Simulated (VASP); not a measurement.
# SnO (I-4m2) in VASP: single point with HSE06

Aim: the single point of SnO with HSE06.

Program: VASP 6.6.1. These are calculated values, not measurements. Logs are shortened: lines on timing, memory, paths and dates and some standing lists are left out, and cuts for length are marked.

**1. The cell of the first run**

Symmetry: I-4m2, No. 119, tetragonal system. Conventional cell: a = 3.830 Å, b = 3.830 Å, c = 5.146 Å, α = 90.00°, β = 90.00°, γ = 90.00°. Within 3.0 Å of Sn (site symmetry -4m2) lie 4 O at 2.31 Å. Within 3.0 Å of O (site symmetry -4m2) lie 4 Sn at 2.31 Å.

**2. Single point, HSE06 (uniaxial z strain -5.0%)**

The input, POSCAR:

```
SnO
1.0
    0.0000000000      2.7082147176      2.5730748032
    2.7082147176      0.0000000000      2.5730748032
    2.7082147176      2.7082147176      0.0000000000
Sn O
1 1
Direct
    0.0000000000      0.0000000000      0.0000000000
    0.2500000000      0.2500000000      0.2500000000
```

The input, INCAR.step1:

```
PREC = Accurate
ENCUT = 520
EDIFF = 1E-5
ISMEAR = -1
SIGMA = 0.02
LREAL = False
LASPH = True
NELM = 60
ALGO = Normal
ISIF = 2
LWAVE = True
LCHARG = False
GGA = PE
NBANDS = 17
KPAR = 2
```

The input, INCAR.step2:

```
PREC = Accurate
ENCUT = 520
EDIFF = 1E-6
ISMEAR = -1
SIGMA = 0.02
LREAL = False
LASPH = True
NELM = 60
ALGO = Normal
ISIF = 2
LWAVE = False
LCHARG = False
GGA = PE
LHFCALC = True
HFSCREEN = 0.2079
PRECFOCK = Normal
ISTART = 1
NBANDS = 17
KPAR = 2
```

The input, KPOINTS:

```
Automatic mesh
0
Gamma
  6 6 6
```

Potentials or basis: VASP PAW PBE potentials, release 64 (Sn_d, O).

The run is started by

```console
$ cat potpaw_PBE.64/Sn_d/POTCAR potpaw_PBE.64/O/POTCAR > POTCAR
$ cp INCAR.step1 INCAR
$ mpirun -np 2 vasp_std > vasp.out
$ cp INCAR.step2 INCAR
$ mpirun -np 2 vasp_std > vasp.out
```

OUTCAR:

```text
PREC = Accurate
   ENCUT = 520
   EDIFF = 1E-6
   ISMEAR = -1
   LREAL = False
   LASPH = True
   NELM = 60
   ISIF = 2
   GGA = PE
   LHFCALC = True
   HFSCREEN = 0.2079
   PRECFOCK = Normal
   ISTART = 1

 ion  position               nearest neighbor table
   1  0.000  0.000  0.000-   2 2.31   2 2.31   2 2.31   2 2.31
   2  0.250  0.250  0.250-   1 2.31   1 2.31   1 2.31   1 2.31

  LATTYP: Found a body centered tetragonal cell.
 ALAT       =     3.8299939834
 C/A-ratio  =     1.3436443056

  Lattice vectors:

 A1 = (   0.0000000000,  -2.7082147176,  -2.5730748032)
 A2 = (   0.0000000000,   2.7082147176,  -2.5730748032)
 A3 = (   2.7082147176,   0.0000000000,   2.5730748032)

Analysis of symmetry for initial positions (statically):
=====================================================================
 Subroutine PRICEL returns:
 Original cell was already a primitive cell.

 Routine SETGRP: Setting up the symmetry group for a
 body centered tetragonal supercell.

 Subroutine GETGRP returns: Found  8 space group operations
 (whereof  8 operations were pure point group operations)
 out of a pool of 16 trial point group operations.

The static configuration has the point symmetry D_2d.

Analysis of symmetry for dynamics (positions and initial velocities):
=====================================================================
 Subroutine PRICEL returns:
 Original cell was already a primitive cell.

 Routine SETGRP: Setting up the symmetry group for a
 body centered tetragonal supercell.

 Subroutine GETGRP returns: Found  8 space group operations
 (whereof  8 operations were pure point group operations)
 out of a pool of 16 trial point group operations.

The dynamic configuration has the point symmetry D_2d.

 Subroutine INISYM returns: Found  8 space group operations
 (whereof  8 operations are pure point group operations),
 and found     1 'primitive' translations

----------------------------------------------------------------------------------------

                                     Primitive cell

  volume of cell :      37.7441

  direct lattice vectors                    reciprocal lattice vectors
     0.000000000  2.708214718  2.573074803    -0.184623470  0.184623470  0.194320041
     2.708214718  0.000000000  2.573074803     0.184623470 -0.184623470  0.194320041
     2.708214718  2.708214718  0.000000000     0.184623470  0.184623470 -0.194320041

  length of vectors
     3.735658028  3.735658028  3.829993983     0.325471857  0.325471857  0.325471857

  position of ions in fractional coordinates (direct lattice)
     0.000000000  0.000000000  0.000000000
     0.250000000  0.250000000  0.250000000

  ion indices of the primitive-cell ions
   primitive index   ion index
                 1           1
                 2           2

----------------------------------------------------------------------------------------

 KPOINTS: Automatic mesh

Automatic generation of k-mesh.
 Grid dimensions read from file:
 generate k-points for:    6    6    6

 Generating k-lattice:

  Cartesian coordinates                     Fractional coordinates (reciprocal lattice)
    -0.030770578  0.030770578  0.032386673     0.166666667  0.000000000  0.000000000
     0.030770578 -0.030770578  0.032386673     0.000000000  0.166666667  0.000000000
     0.030770578  0.030770578 -0.032386673    -0.000000000 -0.000000000  0.166666667

  Length of vectors
     0.054245310  0.054245310  0.054245310

  Shift w.r.t. Gamma in fractional coordinates (k-lattice)
     0.000000000  0.000000000  0.000000000

 Subroutine IBZKPT returns following result:
 ===========================================

 Found     30 irreducible k-points:

 Following reciprocal coordinates:
            Coordinates               Weight
  0.000000  0.000000  0.000000      1.000000
  0.166667  0.000000  0.000000      8.000000
  0.333333  0.000000  0.000000      8.000000
  0.500000  0.000000  0.000000      4.000000
  0.166667  0.166667  0.000000      2.000000
  0.333333  0.166667  0.000000      8.000000
[... 16 lines left out ...]
  0.333333  0.000000  0.333333      4.000000
  0.500000  0.000000  0.333333     16.000000
 [... further k-points ...]
   k-points           NKPTS =     30   k-points in BZ     NKDIM =    216   number of bands    NBANDS=     17
   number of dos      NEDOS =    301   number of ions     NIONS =      2
   total plane-waves  NPLWV =  21952
   dimension x,y,z NGX =    28 NGY =   28 NGZ =   28
   dimension x,y,z NGXF=    56 NGYF=   56 NGZF=   56
   ions per type =               1   1
   NGX,Y,Z   is equivalent  to a cutoff of  12.46, 12.46, 12.15 a.u.
   NGXF,Y,Z  is equivalent  to a cutoff of  24.92, 24.92, 24.31 a.u.
 SYSTEM =  unknown system
   PREC   = accura    normal or accurate (medium, high low for compatibility)
   ISTART =      1    job   : 0-new  1-cont  2-samecut
   ICHARG =      0    charge: 1-file 2-atom 10-const
   ISPIN  =      1    spin polarized calculation?
   LNONCOLLINEAR =      F non collinear calculations
   LSORBIT =      F    spin-orbit coupling
   LASPH  =      T    aspherical Exc in radial PAW
   ENCUT  =  520.0 eV  38.22 Ry    6.18 a.u.   6.95  6.95  7.12*2*pi/ulx,y,z
   NELM   =     60;   NELMIN=  2; NELMDL=  0     # of ELM steps
   EDIFF  = 0.1E-05   stopping-criterion for ELM
   LREAL  =      F    real-space projection
   EDIFFG = 0.1E-04   stopping-criterion for IOM
   NSW    =      0    number of steps for IOM
   IBRION =     -1    ionic relax: 0-MD 1-quasi-New 2-CG
   NFREE  =      0    steps in history (QN), initial steepest desc. (CG)
   ISIF   =      2    stress and relaxation
   ISYM   =      3    0-nonsym 1-usesym 2-fastsym
   POTIM  = 0.5000    time-step for ionic-motion
   TEBEG  =    0.0;   TEEND  =   0.0 temperature during run
   PSTRESS=    0.0 pullay stress
   NELECT =      20.0000    total number of electrons
   NUPDOWN=      -1.0000    fix difference up-down
   EMIN   =  10.00;   EMAX   =-10.00  energy-range for DOS
   EFERMI =   0.00;   METHOD = LEGACY
   ISMEAR =    -1;   SIGMA  =   0.02  broadening in eV -4-tet -1-fermi 0-gaus
   EFERMI_NEDOS =   21; number of points for ismear=-14 and -15
   IALGO  =     38    algorithm
   IMIX   =      1    mixing-type and parameters
     AMIX     =   0.40;   BMIX     =  1.00
     AMIX_MAG =   1.60;   BMIX_MAG =  1.00
  volume/ion in A,a.u.               =      18.87       127.35
  Fermi-wavevector in a.u.,A,eV,Ry     =   1.324754  2.503422 23.877866  1.754974
  Thomas-Fermi vector in A             =   2.454266
   LORBIT       =      0    0 simple, 1 ext, 2 COOP (PROOUT), +10 PAW based schemes
   GGA     = PE    functional components
   LHFCALC =     T    Hartree Fock is set to
   PRECFOCK=normal    Normal, Fast or Accurate (Low or Medium for compatibility)
   ENCUT4O =  -1.0   cutoff for four orbital integrals eV
   NKREDX  =     1    reduce k-point grid by
   NKREDY  =     1    reduce k-point grid by
   NKREDZ  =     1    reduce k-point grid by
   AEXX    =    0.2500 exact exchange contribution
   HFSCREEN=    0.2079 screening length (either q_TF or 0.3 A-1)
   HFSCREENC=   0.2079 screening length for correlation (either q_TF or 0.3 A-1)
   ENCUTFOCK=  -1.0 apply spherical cutoff to Coloumb kernel
   IVDW    =     0    specifies the selected vdW correction
   LEPSILON=     F    determine dielectric tensor
   LRPA    =     F    only Hartree local field effects (RPA)
 non-spin polarized calculation
  energy-cutoff  :      520.00
  volume of cell :       37.74
 maximum number of plane-waves:      1035
  NGX = 24; NGY = 24; NGZ = 24

 number of electron      19.9999994 magnetization

 Free energy of the ion-electron system (eV)
  ---------------------------------------------------
  ext. energy  EPLUGINS =         0.00000000
  ---------------------------------------------------
  free energy    TOTEN  =       -12.71351903 eV

  energy without entropy =      -12.71257313  energy(sigma->0) =      -12.71304608

 E-fermi :   6.7388     XC(G=0):  -8.2072

 val. band max:        6.7381867495   @ k =  -0.3333   0.1667   0.5000
 cond. band min:       7.2468018227   @ k =   0.5000   0.3333   0.0000
 fundamental gap:      0.5086150731
 Fermi energy:         6.7388470462

 k-point     1 :       0.0000    0.0000    0.0000
  band No.  band energies     occupation
      1     -17.5317      2.00000
      2     -17.5317      2.00000
      3     -17.5124      2.00000
      4     -17.4555      2.00000
      5     -17.4529      2.00000
      6     -15.1961      2.00000
[... 9 lines left out ...]
     16      18.6350      0.00000
     17      19.7265      0.00000

 k-point     2 :       0.1667    0.0000    0.0000
  band No.  band energies     occupation
      1     -17.5828      2.00000
      2     -17.5217      2.00000
      3     -17.5092      2.00000
      4     -17.4533      2.00000
      5     -17.4531      2.00000
      6     -15.0072      2.00000
[... 9 lines left out ...]
     16      18.5542      0.00000
     17      19.2988      0.00000

 k-point     3 :       0.3333    0.0000    0.0000
  band No.  band energies     occupation
      1     -17.6839      2.00000
      2     -17.5113      2.00000
      3     -17.4995      2.00000
      4     -17.4459      2.00000
      5     -17.4393      2.00000
      6     -14.6166      2.00000
[... 9 lines left out ...]
     16      18.4450      0.00000
     17      20.9447      0.00000

 k-point     4 :       0.5000    0.0000    0.0000
  band No.  band energies     occupation
      1     -17.7302      2.00000
      2     -17.5105      2.00000
      3     -17.4989      2.00000
      4     -17.4378      2.00000
      5     -17.4278      2.00000
      6     -14.4112      2.00000
[... 9 lines left out ...]
     16      18.9428      0.00000
     17      20.4191      0.00000

 k-point     5 :       0.1667    0.1667    0.0000
  band No.  band energies     occupation
      1     -17.6039      2.00000
      2     -17.5099      2.00000
      3     -17.5099      2.00000
      4     -17.4633      2.00000
      5     -17.4473      2.00000
      6     -14.9331      2.00000
[... 9 lines left out ...]
     16      20.2614      0.00000
     17      20.2614      0.00000

 k-point     6 :       0.3333    0.1667    0.0000
  band No.  band energies     occupation
      1     -17.6913      2.00000
      2     -17.4944      2.00000
      3     -17.4941      2.00000
      4     -17.4667      2.00000
      5     -17.4356      2.00000
      6     -14.6088      2.00000
[... 9 lines left out ...]
     16      19.8510      0.00000
     17      21.3925      0.00000

 k-point     7 :       0.5000    0.1667    0.0000
  band No.  band energies     occupation
      1     -17.7436      2.00000
      2     -17.4958      2.00000
      3     -17.4923      2.00000
      4     -17.4538      2.00000
      5     -17.4278      2.00000
      6     -14.3459      2.00000
[... 9 lines left out ...]
     16      19.4257      0.00000
     17      21.5110      0.00000

 k-point     8 :      -0.3333    0.1667    0.0000
  band No.  band energies     occupation
      1     -17.7229      2.00000
      2     -17.4968      2.00000
      3     -17.4948      2.00000
      4     -17.4453      2.00000
      5     -17.4434      2.00000
      6     -14.4266      2.00000
[... 9 lines left out ...]
     16      19.2032      0.00000
     17      21.8569      0.00000
[... 203 lines left out ...]
      1     -17.7486      2.00000
      2     -17.4926      2.00000
      3     -17.4777      2.00000
      4     -17.4609      2.00000
      5     -17.4326      2.00000
      6     -14.3490      2.00000
[... 9 lines left out ...]
     16      19.9384      0.00000
     17      22.8644      0.00000

 k-point    20 :      -0.3333    0.3333    0.1667
  band No.  band energies     occupation
      1     -17.7673      2.00000
      2     -17.4950      2.00000
      3     -17.4728      2.00000
      4     -17.4522      2.00000
      5     -17.4362      2.00000
      6     -14.2295      2.00000
[... 9 lines left out ...]
     16      20.6729      0.00000
     17      22.5009      0.00000

 k-point    21 :      -0.1667    0.3333    0.1667
  band No.  band energies     occupation
      1     -17.7431      2.00000
      2     -17.4905      2.00000
      3     -17.4749      2.00000
      4     -17.4568      2.00000
      5     -17.4391      2.00000
      6     -14.3816      2.00000
[... 9 lines left out ...]
     16      20.0614      0.00000
     17      22.7757      0.00000

 k-point    22 :      -0.3333    0.5000    0.1667
  band No.  band energies     occupation
      1     -17.7956      2.00000
      2     -17.4877      2.00000
      3     -17.4741      2.00000
      4     -17.4408      2.00000
      5     -17.4321      2.00000
      6     -14.1543      2.00000
[... 9 lines left out ...]
     16      20.3443      0.00000
     17      22.5565      0.00000

 k-point    23 :       0.3333    0.0000    0.3333
  band No.  band energies     occupation
      1     -17.7491      2.00000
      2     -17.4802      2.00000
      3     -17.4632      2.00000
      4     -17.4596      2.00000
      5     -17.4351      2.00000
      6     -14.4744      2.00000
[... 9 lines left out ...]
     16      22.7030      0.00000
     17      23.0645      0.00000

 k-point    24 :       0.5000    0.0000    0.3333
  band No.  band energies     occupation
      1     -17.7811      2.00000
      2     -17.4843      2.00000
      3     -17.4594      2.00000
      4     -17.4530      2.00000
      5     -17.4323      2.00000
      6     -14.2729      2.00000
[... 9 lines left out ...]
     16      21.6142      0.00000
     17      23.0906      0.00000

 [... further k-points ...]

------------------------ aborting loop because EDIFF is reached ----------------------------------------

  FORCE on cell =-STRESS in cart. coord.  units (eV):
  Direction    XX          YY          ZZ          XY          YZ          ZX
  --------------------------------------------------------------------------------------
  -------------------------------------------------------------------------------------
  Total        1.0224248      1.0224248      0.9569620      0.0000000      0.0000000      0.0000000
  in kB       43.4003626     43.4003626     40.6215657      0.0000000      0.0000000      0.0000000
  external PRESSURE =      42.4740970 kB  Pullay stress =       0.0000000 kB

 VOLUME and BASIS-vectors are now :
 -----------------------------------------------------------------------------
  energy-cutoff  :      520.00
  volume of cell :       37.74
      direct lattice vectors                 reciprocal lattice vectors
     0.000000000  2.708214718  2.573074803    -0.184623470  0.184623470  0.194320041
     2.708214718  0.000000000  2.573074803     0.184623470 -0.184623470  0.194320041
     2.708214718  2.708214718  0.000000000     0.184623470  0.184623470 -0.194320041

 POSITION                                       TOTAL-FORCE (eV/Angst)
 -----------------------------------------------------------------------------------
      0.00000      0.00000      0.00000        -0.000000     -0.000000      0.000000
      1.35411      1.35411      1.28654         0.000000      0.000000     -0.000000
 -----------------------------------------------------------------------------------
    total drift:                               -0.000001     -0.000001      0.000005

  FREE ENERGIE OF THE ION-ELECTRON SYSTEM (eV)
  ---------------------------------------------------
  free  energy   TOTEN  =       -12.7135190331 eV

  energy  without entropy=      -12.7125731277  energy(sigma->0) =      -12.71304608
```

Wall time 29 min (2 MPI ranks of Intel Xeon Platinum 8488C (Sapphire Rapids), shared host); peak memory 0.27 GiB.

Results:

```yaml
Free_energy: -12.7135 eV
Pressure: 4.2 GPa
Band_gap_on_the_k_mesh: zero (bands 10 and 11 overlap by 0.42 eV)
```

Stress tensor (GPa, compression positive):
```
4.34 0.00 0.00
0.00 4.34 0.00
0.00 0.00 4.06
```

Caveat: the cell differs from its parent crystal (uniaxial z strain -5.0%); the cell stands under pressure; the structure was generated, so it needn't be the stable form of SnO; the PAW data sets were made with another functional, which shifts forces and pressure a little; spin-orbit coupling is left out, which moves the levels of the heavy elements.

The gap in the log of VASP goes by the Fermi energy; the results here count the filled bands.